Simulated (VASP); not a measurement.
Crystal: LiNbO3.

```
Li Nb O
1.0
     4.43059    0.00000    0.00000
     0.00000    4.43059    0.00000
     0.00000    0.00000    4.43059
Li Nb O
1 1 3
Direct
  0.00000 0.00000 0.00000
  0.50000 0.50000 0.50000
  0.50000 0.50000 0.00000
  0.50000 0.00000 0.50000
  0.00000 0.50000 0.50000
```

* Program: VASP 6.6.1
* Task: relaxation of cell and atoms
* Functional: PBE
* Potentials or basis: VASP PAW PBE potentials, release 64 (Li_sv, Nb_sv, O)
* Cutoff: 600 eV
* k mesh: 6 × 6 × 6
* Occupations: fermi-dirac, width 0.02 eV
* Spin: no spin polarisation

At the start: pressure -29.3 GPa; volume 17.39 Å³/atom.

Q: How do energy, volume and symmetry change on relaxing?

A: Over 6 steps the energy falls by 635.3 meV/atom and the volume is 12.35 Å³/atom (-29.0 %); space group Pm-3m (No. 221, to 0.05 Å).

Step by step:
| step | energy change (eV) | largest force (eV/Å) | pressure (GPa) | volume (Å³) |
| --- | --- | --- | --- | --- |
| 1 | 0.0000 | 0.0000 | -29.30 | 86.97 |
| 2 | -2.1756 | 0.0000 | 40.97 | 52.76 |
| 3 | -3.1758 | 0.0000 | -0.89 | 62.05 |
| 4 | -3.1764 | 0.0000 | 0.44 | 61.61 |
| 5 | -3.1764 | 0.0000 | -0.40 | 61.89 |
| 6 | -3.1766 | 0.0000 | 0.00 | 61.75 |

Final structure:
```
Li Nb O
1.0
     3.95258    0.00000    0.00000
     0.00000    3.95258    0.00000
     0.00000    0.00000    3.95258
Li Nb O
1 1 3
Direct
  0.00000 0.00000 0.00000
  0.50000 0.50000 0.50000
  0.50000 0.50000 0.00000
  0.50000 0.00000 0.50000
  0.00000 0.50000 0.50000
```

Caveat: the cutoff is under 1.25 times the usual one of these potentials, so pressure, stress and relaxed cells hold a basis-set (Pulay) error; the volume moved by over 15 % at a fixed basis, so the end points are rough.
